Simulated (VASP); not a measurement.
# Ti (P6_3/mmc) in VASP: further runs

Runs on Ti. Level: PBEsol. Tasks: single point.

All numbers are computed with VASP 6.6.1; they aren't measurements. Logs are shortened: lines on timing, memory, paths and dates and some standing lists are left out, and cuts for length are marked.

**1. The cell of the first run**

The structure is hexagonal, space group P6_3/mmc (No. 194). Conventional cell: a = 2.821 Å, b = 2.821 Å, c = 4.469 Å, α = 90.00°, β = 90.00°, γ = 120.00°. Within 3.6 Å of Ti (site symmetry -6m2) lie 12 Ti at 2.77 to 2.82 Å.

**2. Single point, PBEsol (volume scaled by 0.92)**

Input file INCAR:

```
PREC = Accurate
ENCUT = 520
EDIFF = 1E-7
ISMEAR = -1
SIGMA = 0.1
LREAL = False
LASPH = True
NELM = 60
ALGO = Normal
ISIF = 2
LWAVE = False
LCHARG = False
GGA = PS
NBANDS = 19
```

Input file KPOINTS:

```
Automatic mesh
0
Gamma
  20 20 11
```

Input file POSCAR:

```
Ti
1.0
    2.8214349862      0.0000000000      0.0000000000
   -1.4107174931      2.4434343732      0.0000000000
    0.0000000000      0.0000000000      4.4693386947
Ti
2
Direct
    0.3333333333      0.6666666667      0.2500000000
    0.6666666667      0.3333333333      0.7500000000
```

Potentials or basis: VASP PAW PBE potentials, release 64 (Ti_sv).

Launch:

```
$ cat potpaw_PBE.64/Ti_sv/POTCAR > POTCAR
$ mpirun -np 1 vasp_std > vasp.out
```

OUTCAR:

```text
PREC = Accurate
   ENCUT = 520
   EDIFF = 1E-7
   ISMEAR = -1
   LREAL = False
   LASPH = True
   NELM = 60
   ISIF = 2
   GGA = PS

 ion  position               nearest neighbor table
   1  0.333  0.667  0.250-   2 2.77   2 2.77   2 2.77   2 2.77   2 2.77   2 2.77
   2  0.667  0.333  0.750-   1 2.77   1 2.77   1 2.77   1 2.77   1 2.77   1 2.77

  LATTYP: Found a hexagonal cell.
 ALAT       =     2.8214349862
 C/A-ratio  =     1.5840658093

  Lattice vectors:

 A1 = (   2.8214349862,   0.0000000000,   0.0000000000)
 A2 = (  -1.4107174931,   2.4434343732,   0.0000000000)
 A3 = (   0.0000000000,   0.0000000000,   4.4693386947)

Analysis of symmetry for initial positions (statically):
=====================================================================
 Subroutine PRICEL returns:
 Original cell was already a primitive cell.

 Routine SETGRP: Setting up the symmetry group for a
 hexagonal supercell.

 Subroutine GETGRP returns: Found 24 space group operations
 (whereof 12 operations were pure point group operations)
 out of a pool of 24 trial point group operations.

The static configuration has the point symmetry D_3d.
 The point group associated with its full space group is D_6h.

Analysis of symmetry for dynamics (positions and initial velocities):
=====================================================================
 Subroutine PRICEL returns:
 Original cell was already a primitive cell.

 Routine SETGRP: Setting up the symmetry group for a
 hexagonal supercell.

 Subroutine GETGRP returns: Found 24 space group operations
 (whereof 12 operations were pure point group operations)
 out of a pool of 24 trial point group operations.

The dynamic configuration has the point symmetry D_3d.
 The point group associated with its full space group is D_6h.

 Subroutine INISYM returns: Found 24 space group operations
 (whereof 12 operations are pure point group operations),
 and found     1 'primitive' translations

----------------------------------------------------------------------------------------

                                     Primitive cell

  volume of cell :      30.8116

  direct lattice vectors                    reciprocal lattice vectors
     2.821434986  0.000000000  0.000000000     0.354429574  0.204630010  0.000000000
    -1.410717493  2.443434373  0.000000000     0.000000000  0.409260020  0.000000000
     0.000000000  0.000000000  4.469338695     0.000000000  0.000000000  0.223746748

  length of vectors
     2.821434986  2.821434986  4.469338695     0.409260020  0.409260020  0.223746748

  position of ions in fractional coordinates (direct lattice)
     0.333333333  0.666666667  0.250000000
     0.666666667  0.333333333  0.750000000

  ion indices of the primitive-cell ions
   primitive index   ion index
                 1           1
                 2           2

----------------------------------------------------------------------------------------

 KPOINTS: Automatic mesh

Automatic generation of k-mesh.
 Grid dimensions read from file:
 generate k-points for:   20   20   11

 Generating k-lattice:

  Cartesian coordinates                     Fractional coordinates (reciprocal lattice)
     0.017721479  0.010231500  0.000000000     0.050000000  0.000000000  0.000000000
     0.000000000  0.020463001  0.000000000     0.000000000  0.050000000  0.000000000
     0.000000000  0.000000000  0.020340613     0.000000000  0.000000000  0.090909091

  Length of vectors
     0.020463001  0.020463001  0.020340613

  Shift w.r.t. Gamma in fractional coordinates (k-lattice)
     0.000000000  0.000000000  0.000000000

 Subroutine IBZKPT returns following result:
 ===========================================

 Found    264 irreducible k-points:

 Following reciprocal coordinates:
            Coordinates               Weight
  0.000000  0.000000  0.000000      1.000000
  0.050000  0.000000  0.000000      6.000000
  0.100000  0.000000  0.000000      6.000000
  0.150000  0.000000  0.000000      6.000000
  0.200000  0.000000  0.000000      6.000000
  0.250000  0.000000  0.000000      6.000000
[... 16 lines left out ...]
  0.200000  0.100000  0.000000     12.000000
  0.250000  0.100000  0.000000     12.000000
 [... further k-points ...]
   k-points           NKPTS =    264   k-points in BZ     NKDIM =    264   number of bands    NBANDS=     19
   number of dos      NEDOS =    301   number of ions     NIONS =      2
   total plane-waves  NPLWV =  20736
   dimension x,y,z NGX =    24 NGY =   24 NGZ =   36
   dimension x,y,z NGXF=    48 NGYF=   48 NGZF=   72
   ions per type =               2
   NGX,Y,Z   is equivalent  to a cutoff of  14.14, 14.14, 13.39 a.u.
   NGXF,Y,Z  is equivalent  to a cutoff of  28.28, 28.28, 26.78 a.u.
 SYSTEM =  unknown system
   PREC   = accura    normal or accurate (medium, high low for compatibility)
   ISTART =      0    job   : 0-new  1-cont  2-samecut
   ICHARG =      2    charge: 1-file 2-atom 10-const
   ISPIN  =      1    spin polarized calculation?
   LNONCOLLINEAR =      F non collinear calculations
   LSORBIT =      F    spin-orbit coupling
   LASPH  =      T    aspherical Exc in radial PAW
   ENCUT  =  520.0 eV  38.22 Ry    6.18 a.u.   5.25  5.25  8.31*2*pi/ulx,y,z
   NELM   =     60;   NELMIN=  2; NELMDL= -5     # of ELM steps
   EDIFF  = 0.1E-06   stopping-criterion for ELM
   LREAL  =      F    real-space projection
   EDIFFG = 0.1E-05   stopping-criterion for IOM
   NSW    =      0    number of steps for IOM
   IBRION =     -1    ionic relax: 0-MD 1-quasi-New 2-CG
   NFREE  =      0    steps in history (QN), initial steepest desc. (CG)
   ISIF   =      2    stress and relaxation
   ISYM   =      2    0-nonsym 1-usesym 2-fastsym
   POTIM  = 0.5000    time-step for ionic-motion
   TEBEG  =    0.0;   TEEND  =   0.0 temperature during run
   PSTRESS=    0.0 pullay stress
   NELECT =      24.0000    total number of electrons
   NUPDOWN=      -1.0000    fix difference up-down
   EMIN   =  10.00;   EMAX   =-10.00  energy-range for DOS
   EFERMI =   0.00;   METHOD = LEGACY
   ISMEAR =    -1;   SIGMA  =   0.10  broadening in eV -4-tet -1-fermi 0-gaus
   EFERMI_NEDOS =   21; number of points for ismear=-14 and -15
   IALGO  =     38    algorithm
   IMIX   =      4    mixing-type and parameters
     AMIX     =   0.40;   BMIX     =  1.00
     AMIX_MAG =   1.60;   BMIX_MAG =  1.00
  volume/ion in A,a.u.               =      15.41       103.96
  Fermi-wavevector in a.u.,A,eV,Ry     =   1.506285  2.846467 30.870197  2.268895
  Thomas-Fermi vector in A             =   2.617023
   LORBIT       =      0    0 simple, 1 ext, 2 COOP (PROOUT), +10 PAW based schemes
   GGA     = PS    functional components
   LHFCALC =     F    Hartree Fock is set to
   AEXX    =    0.0000 exact exchange contribution
   IVDW    =     0    specifies the selected vdW correction
   LEPSILON=     F    determine dielectric tensor
   LRPA    =     F    only Hartree local field effects (RPA)
 non-spin polarized calculation
  energy-cutoff  :      520.00
  volume of cell :       30.81
 maximum number of plane-waves:       842
 NGX is ok and might be reduce to    24
   NGX = 11   NGY = 11   NGZ = 17

 number of electron      24.0000000 magnetization

 Free energy of the ion-electron system (eV)
  ---------------------------------------------------
  ext. energy  EPLUGINS =         0.00000000
  ---------------------------------------------------
  free energy    TOTEN  =       -16.62954179 eV

  energy without entropy =      -16.56126985  energy(sigma->0) =      -16.59540582

 E-fermi :   9.5117     XC(G=0): -12.2207

 val. band max:        9.5086037383   @ k =   0.1000   0.0000   0.4545
 cond. band min:       9.5134014992   @ k =   0.1000   0.1000   0.3636
 fundamental gap:      0.0047977609
 Fermi energy:         9.5116648188

 k-point     1 :       0.0000    0.0000    0.0000
  band No.  band energies     occupation
      1     -46.9033      2.00000
      2     -46.6783      2.00000
      3     -23.7471      2.00000
      4     -22.8201      2.00000
      5     -22.8201      2.00000
      6     -22.6959      2.00000
[... 11 lines left out ...]
     18      11.3738      0.00000
     19      13.1838      0.00000

 k-point     2 :       0.0500    0.0000    0.0000
  band No.  band energies     occupation
      1     -46.8992      2.00000
      2     -46.6767      2.00000
      3     -23.7389      2.00000
      4     -22.8373      2.00000
      5     -22.8259      2.00000
      6     -22.6993      2.00000
[... 11 lines left out ...]
     18      11.3253      0.00000
     19      13.2112      0.00000

 k-point     3 :       0.1000    0.0000    0.0000
  band No.  band energies     occupation
      1     -46.8873      2.00000
      2     -46.6720      2.00000
      3     -23.7147      2.00000
      4     -22.8874      2.00000
      5     -22.8423      2.00000
      6     -22.7444      2.00000
[... 11 lines left out ...]
     18      11.2026      0.00000
     19      13.2818      0.00000

 k-point     4 :       0.1500    0.0000    0.0000
  band No.  band energies     occupation
      1     -46.8684      2.00000
      2     -46.6649      2.00000
      3     -23.6756      2.00000
      4     -22.9656      2.00000
      5     -22.8672      2.00000
      6     -22.8233      2.00000
[... 11 lines left out ...]
     18      11.4137      0.00000
     19      13.3722      0.00000

 k-point     5 :       0.2000    0.0000    0.0000
  band No.  band energies     occupation
      1     -46.8439      2.00000
      2     -46.6565      2.00000
      3     -23.6238      2.00000
      4     -23.0648      2.00000
      5     -22.9202      2.00000
      6     -22.8976      2.00000
[... 11 lines left out ...]
     18      11.7404      0.00000
     19      13.4624      0.00000
[... 334 lines left out ...]
      2     -46.6611      2.00000
      3     -23.6530      2.00000
      4     -22.9917      2.00000
      5     -22.9306      2.00000
      6     -22.8236      2.00000
[... 11 lines left out ...]
     18      11.6317      0.00000
     19      13.3843      0.00000

 k-point    22 :       0.1500    0.1000    0.0000
  band No.  band energies     occupation
      1     -46.8340      2.00000
      2     -46.6534      2.00000
      3     -23.6024      2.00000
      4     -23.0743      2.00000
      5     -23.0098      2.00000
      6     -22.8681      2.00000
[... 11 lines left out ...]
     18      12.0091      0.00000
     19      13.4420      0.00000

 k-point    23 :       0.2000    0.1000    0.0000
  band No.  band energies     occupation
      1     -46.8070      2.00000
      2     -46.6457      2.00000
      3     -23.5419      2.00000
      4     -23.1747      2.00000
      5     -23.0887      2.00000
      6     -22.9172      2.00000
[... 11 lines left out ...]
     18      12.4480      0.00000
     19      13.4960      0.00000

 k-point    24 :       0.2500    0.1000    0.0000
  band No.  band energies     occupation
      1     -46.7784      2.00000
      2     -46.6394      2.00000
      3     -23.4751      2.00000
      4     -23.2790      2.00000
      5     -23.1632      2.00000
      6     -22.9657      2.00000
[... 11 lines left out ...]
     18      12.9305      0.00000
     19      13.5409      0.00000

 [... further k-points ...]
[... 5 lines left out ...]
  --------------------------------------------------------------------------------------
  -------------------------------------------------------------------------------------
  Total        2.0899759      2.0899759      2.1419331     -0.0000000     -0.0000000      0.0000000
  in kB      108.6770565    108.6770565    111.3787894     -0.0000000     -0.0000000      0.0000000
  external PRESSURE =     109.5776341 kB  Pullay stress =       0.0000000 kB

 VOLUME and BASIS-vectors are now :
 -----------------------------------------------------------------------------
  energy-cutoff  :      520.00
  volume of cell :       30.81
      direct lattice vectors                 reciprocal lattice vectors
     2.821434986  0.000000000  0.000000000     0.354429574  0.204630010  0.000000000
    -1.410717493  2.443434373  0.000000000     0.000000000  0.409260020  0.000000000
     0.000000000  0.000000000  4.469338695     0.000000000  0.000000000  0.223746748

 POSITION                                       TOTAL-FORCE (eV/Angst)
 -----------------------------------------------------------------------------------
     -0.00000      1.62896      1.11733         0.000000     -0.000000      0.000000
      1.41072      0.81448      3.35200        -0.000000      0.000000      0.000000
 -----------------------------------------------------------------------------------
    total drift:                               -0.000000      0.000000     -0.000000

  FREE ENERGIE OF THE ION-ELECTRON SYSTEM (eV)
  ---------------------------------------------------
  free  energy   TOTEN  =       -16.6295417944 eV

  energy  without entropy=      -16.5612698532  energy(sigma->0) =      -16.59540582
```

Run time: 76 s. Hardware: 1 thread of Intel Xeon 6975P-C, shared host; peak memory 0.25 GiB.

Results:

* Free energy: -16.6295 eV
* Pressure: 11.0 GPa
* Band gap on the k mesh: zero (band 12 reaches 10.42 eV, above the bottom of band 13 at 9.27 eV)

Caveat: the cell differs from its parent crystal (volume scaled by 0.92); the PAW data sets were made with another functional, which shifts forces and pressure a little.

**3. Single point, PBEsol (volume scaled by 0.96)**

Input file INCAR:

```
SYSTEM = Ti
PREC = Accurate ; ENCUT = 520
EDIFF = 1E-6 ; ISMEAR = -1
SIGMA = 0.1 ; LREAL = .FALSE.
LASPH = .TRUE. ; NELM = 100
ALGO = Normal ; ISIF = 2
LWAVE = .FALSE. ; LCHARG = .FALSE.
GGA = PS ; NBANDS = 19
```

Input file KPOINTS:

```
Automatic mesh
0
G
  20 20 11
  0 0 0
```

Input file POSCAR:

```
Ti
1.0
    2.8617466466      0.0000000000      0.0000000000
   -1.4308733233      2.4783452951      0.0000000000
    0.0000000000      0.0000000000      4.5331950177
Ti
2
Direct
    0.3333333333      0.6666666667      0.2500000000
    0.6666666667      0.3333333333      0.7500000000
```

Potentials or basis: VASP PAW PBE potentials, release 64 (Ti_sv).

Launch:

```
$ cat potpaw_PBE.64/Ti_sv/POTCAR > POTCAR
$ mpirun -np 1 vasp_std > vasp.out
```

It took 83 s on 1 thread of Intel Xeon 6975P-C, shared host; peak memory 0.26 GiB.

The run converged. Its results:

- Free energy: -16.6952 eV
- Pressure: 4.9 GPa
- Band gap on the k mesh: zero (band 12 reaches 9.89 eV, above the bottom of band 13 at 8.77 eV)

Levels at points of the mesh, in eV from the Fermi level:
```tsv
k point	band 8	band 9	band 10	band 11	band 12	band 13	band 14	band 15	band 16	band 17
(0.00, 0.00, 0.00)	-32.32	-6.37	-2.87	0.83	0.83	0.98	1.04	1.39	1.39	1.79
(0.50, 0.00, 0.00)	-32.41	-2.43	-2.38	-2.04	-0.50	0.51	0.72	1.32	3.72	3.98
```

Caveat: the cell differs from its parent crystal (volume scaled by 0.96); the PAW data sets were made with another functional, which shifts forces and pressure a little.

**4. Single point, PBEsol**

This run uses another cell than the first one, of 16.75 Å³/atom, 1.087 times its volume.

Input file INCAR:

```
PREC = Accurate
ENCUT = 520
EDIFF = 1E-7
ISMEAR = -1
SIGMA = 0.1
LREAL = False
LASPH = True
NELM = 100
ALGO = Normal
ISIF = 2
LWAVE = False
LCHARG = True
GGA = PS
LELF = True
LVHAR = True
NBANDS = 19
```

Input file KPOINTS:

```
regular mesh
0
Gamma
  20 20 11
```

Input file POSCAR:

```
Ti
1.0
    2.9009535275      0.0000000000      0.0000000000
   -1.4504767637      2.5122994500      0.0000000000
    0.0000000000      0.0000000000      4.5953012972
Ti
2
Direct
    0.3333333333      0.6666666667      0.2500000000
    0.6666666667      0.3333333333      0.7500000000
```

Launch:

```
$ cat potpaw_PBE.64/Ti_sv/POTCAR > POTCAR
$ mpirun -np 1 vasp_std > vasp.out
```

It took 81 s on 1 thread of Intel Xeon 6975P-C, shared host; peak memory 0.26 GiB.

The run converged. Its results:

* Free energy: -16.7139 eV
* Pressure: -0.3 GPa
* Band gap on the k mesh: zero (band 12 reaches 9.39 eV, above the bottom of band 13 at 8.30 eV)

Levels at points of the mesh, in eV from the Fermi level:
```csv
k point,band 9,band 10,band 11,band 12,band 13,band 14,band 15,band 16
"(0.00, 0.00, 0.00)",-6.28,-2.76,0.82,0.82,0.91,0.95,1.34,1.34
"(0.50, 0.00, 0.00)",-2.38,-2.25,-1.92,-0.56,0.50,0.68,1.26,3.54
```

Caveat: the PAW data sets were made with another functional, which shifts forces and pressure a little.

**5. Single point, PBEsol (volume scaled by 1.04)**

Input file INCAR:

```
SYSTEM = Ti
PREC = Accurate
ENCUT = 520
EDIFF = 1E-6
ISMEAR = -1
SIGMA = 0.1
LREAL = .False.
LASPH = .True.
NELM = 80
ALGO = Normal
ISIF = 2
LWAVE = .False.
LCHARG = .True.
GGA = PS
LELF = .True.
LVHAR = .True.
NBANDS = 19
```

Input file KPOINTS:

```
regular mesh
0
Gamma
  20 20 11
  0 0 0
```

Input file POSCAR:

```
Ti
1.0
    2.9391283464      0.0000000000      0.0000000000
   -1.4695641732      2.5453598130      0.0000000000
    0.0000000000      0.0000000000      4.6557727226
Ti
2
Direct
    0.3333333333      0.6666666667      0.2500000000
    0.6666666667      0.3333333333      0.7500000000
```

Launch:

```
$ cat potpaw_PBE.64/Ti_sv/POTCAR > POTCAR
$ mpirun -np 1 vasp_std > vasp.out
```

Wall time 74 s (1 thread of Intel Xeon 6975P-C, shared host); peak memory 0.26 GiB.

The run converged. Its results:

- Free energy: -16.6936 eV
- Pressure: -4.5 GPa
- Band gap on the k mesh: zero (band 12 reaches 8.95 eV, above the bottom of band 13 at 7.88 eV)

Stress tensor (GPa, compression positive):
```
-4.48  0.00  0.00
 0.00 -4.48  0.00
 0.00  0.00 -4.65
```

Levels at points of the mesh, in eV from the Fermi level:
```tsv
k point	band 10	band 11	band 12	band 13	band 14	band 15
(0.00, 0.00, 0.00)	-2.66	0.79	0.79	0.80	0.92	1.29
(0.50, 0.00, 0.00)	-2.13	-1.82	-0.60	0.50	0.65	1.20
```

Caveat: the cell differs from its parent crystal (volume scaled by 1.04); the PAW data sets were made with another functional, which shifts forces and pressure a little.

(Continued in part 2 of 2.)
